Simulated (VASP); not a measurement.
Set up this calculation in VASP 6.6.1, as the native input.

| Item | Value |
| --- | --- |
| Task | single point |
| Functional | LDA |
| Potentials or basis | VASP PAW LDA potentials, release 64 (Cd, S) |
| Cutoff | 520 eV |
| k mesh | 14 × 14 × 14 |
| Occupations | fermi-dirac, width 0.05 eV |
| Spin | no spin polarisation |
| Dipole correction | no |
| Further INCAR settings | ALGO = Normal; EDIFF = 1e-06; NBANDS = 16 |

The structure of CdS (rocksalt type) lies in POSCAR:

```
CdS
1.0
    0.0000000000      2.6152276361      2.6152276361
    2.6152276361      0.0000000000      2.6152276361
    2.6152276361      2.6152276361      0.0000000000
Cd S
1 1
Direct
    0.0000000000      0.0000000000      0.0000000000
    0.5000000000      0.5000000000      0.5000000000
```

One way to write it, as run:

INCAR

```
PREC = Accurate
ENCUT = 520
EDIFF = 1E-6
ISMEAR = -1
SIGMA = 0.05
LREAL = F
LASPH = T
NELM = 80
ALGO = Normal
ISIF = 2
LWAVE = F
LCHARG = T
GGA = CA
LELF = T
LVHAR = T
NBANDS = 16
```

KPOINTS

```
regular mesh
0
Gamma
  14 14 14
```

Potentials or basis: VASP PAW LDA potentials, release 64 (Cd, S).

The run is started by

```console
$ cat potpaw_LDA.64/Cd/POTCAR potpaw_LDA.64/S/POTCAR > POTCAR
$ mpirun -np 1 vasp_std > vasp.out
```

Results of the run:

- Pressure: 7.6 GPa
- Band gap on the k mesh: zero (bands 9 and 10 overlap by 0.05 eV)

Caveat: the cell stands under pressure; semilocal functionals underestimate gaps, so a narrow gap can read as zero.

Wall time 89 s on 1 thread of Intel Xeon 8259CL, on a shared host, peak memory 0.18 GiB.
